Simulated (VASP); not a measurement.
Wanted: the native input for a VASP 6.6.1 run.

```yaml
Task: relaxation of cell and atoms
Functional: PBEsol
Potentials_or_basis: VASP PAW PBE potentials, release 64 (Pb_d)
Cutoff: 600 eV
k_mesh: 9 × 9 × 3
Occupations: fermi-dirac, width 0.05 eV
Spin: no spin polarisation
Target_pressure: 20 GPa
Dipole_correction: no
Further_INCAR_settings: ALGO = Fast; EDIFF = 1e-06; IBRION = 2; EDIFFG = -0.01; NSW = 60; ISIF = 3
```

The structure of Pb lies in POSCAR:

```
Pb
1.0
    3.5243661423      0.0000000000      0.0000000000
   -1.7621830712      3.0521906115      0.0000000000
    0.0000000000      0.0000000000     11.4952418100
Pb
4
Direct
    0.6666666667      0.3333333333      0.7500000000
    0.0000000000      0.0000000000      0.5000000000
    0.3333333333      0.6666666667      0.2500000000
    0.0000000000      0.0000000000      0.0000000000
```

These files were run (other wordings do the same):

INCAR

```
SYSTEM = Pb
ALGO = Fast
EDIFF = 1E-6
EDIFFG = -0.01
ENCUT = 600
GGA = PS
IBRION = 2
ISIF = 3
ISMEAR = -1
LASPH = .TRUE.
LCHARG = .FALSE.
LREAL = .FALSE.
LWAVE = .FALSE.
NELM = 80
NSW = 60
PREC = Accurate
PSTRESS = 200.0
SIGMA = 0.05
```

KPOINTS

```
k-points
0
G
  9 9 3
  0 0 0
```

Potentials or basis: VASP PAW PBE potentials, release 64 (Pb_d).

Command:

```console
$ cat potpaw_PBE.64/Pb_d/POTCAR > POTCAR
$ mpirun -np 1 vasp_std > vasp.out
```

Results of the run:

| Quantity | Value |
| --- | --- |
| Relaxed volume | 23.65 Å³/atom |
| Relaxed cell | a = 3.219 Å, b = 3.219 Å, c = 10.539 Å, α = 90.00°, β = 90.00°, γ = 120.00° |
| Space group after relaxing (to 0.05 Å) | P6_3/mmc (No. 194) |
| Energy change on relaxing (the enthalpy is what falls) | +305.0 meV/atom |
| Ionic steps | 11 |
| Pressure after relaxing | 20.0 GPa |
| Band gap on the k mesh | zero (band 28 reaches 17.48 eV, above the bottom of band 29 at 7.44 eV) |

Caveat: the cell is relaxed towards a set pressure, so the enthalpy falls and the energy may rise; the volume moved by over 15 % at a fixed basis, so the end points are rough; the PAW data sets were made with another functional, which shifts forces and pressure a little; spin-orbit coupling is left out, which moves the levels of the heavy elements.

Wall time 11 min on 1 thread of Intel(R) Xeon(R) Platinum 8488C (Sapphire Rapids), on a shared host, peak memory 0.32 GiB.
